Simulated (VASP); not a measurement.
Input of a VASP 6.6.1 run:

INCAR

```
SYSTEM = Dy3C
PREC     = Accurate       ! precision mode
ENCUT    = 600            ! plane-wave cutoff, eV
EDIFF    = 1E-6           ! SCF threshold, eV
ISMEAR   = 0              ! smearing method
SIGMA    = 0.2            ! smearing width, eV
LREAL    = .False.        ! projectors in reciprocal space
LASPH    = .True.         ! aspherical terms in the spheres
NELM     = 200            ! most SCF steps
ALGO     = Normal         ! electronic algorithm
ISIF     = 2              ! what is computed and relaxed
LWAVE    = .False.        ! write WAVECAR
LCHARG   = .False.        ! write CHGCAR
GGA      = PE             ! functional
NBANDS   = 41             ! bands
GGA_COMPAT= .False.      
LMAXMIX  = 6              ! l up to which the mixer works
```

The input KPOINTS:

```
Automatic mesh
0
Gamma
  4 4 2
  0 0 0
```

File POSCAR:

```
Dy3C
1.0
    5.9013722525      0.0000000033      0.0000000000
   -2.9506861291      5.1107382862      0.0000000000
    0.0000000000      0.0000000000     10.5108961584
Dy C
6 2
Direct
    0.3333333333      0.6666666667      0.2956112597
    0.3333333333      0.6666666667      0.7043887403
    0.6666666667      0.3333333333      0.7043887403
    0.6666666667      0.3333333333      0.2956112597
    0.3333333333      0.6666666667      0.0000000000
    0.6666666667      0.3333333333      0.0000000000
    0.3333333333      0.6666666667      0.5000000000
    0.6666666667      0.3333333333      0.5000000000
```

Potentials or basis: VASP PAW PBE potentials, release 64 (Dy_3, C), 4f in core.

Launch:

```bash
$ cat potpaw_PBE.64/Dy_3/POTCAR potpaw_PBE.64/C/POTCAR > POTCAR
$ mpirun -np 1 vasp_std > vasp.out
```

(1) Estimate the largest force.

(2) Estimate the pressure.

(3) Estimate the band gap on the k mesh.

Results:

(1) 0.106 eV/Å.

(2) 0.7 GPa.

(3) 0.08 eV.

Caveat: spin-orbit coupling is left out, which moves the levels of the heavy elements; the 4f electrons are frozen in the core, so they carry no moment and show no levels.
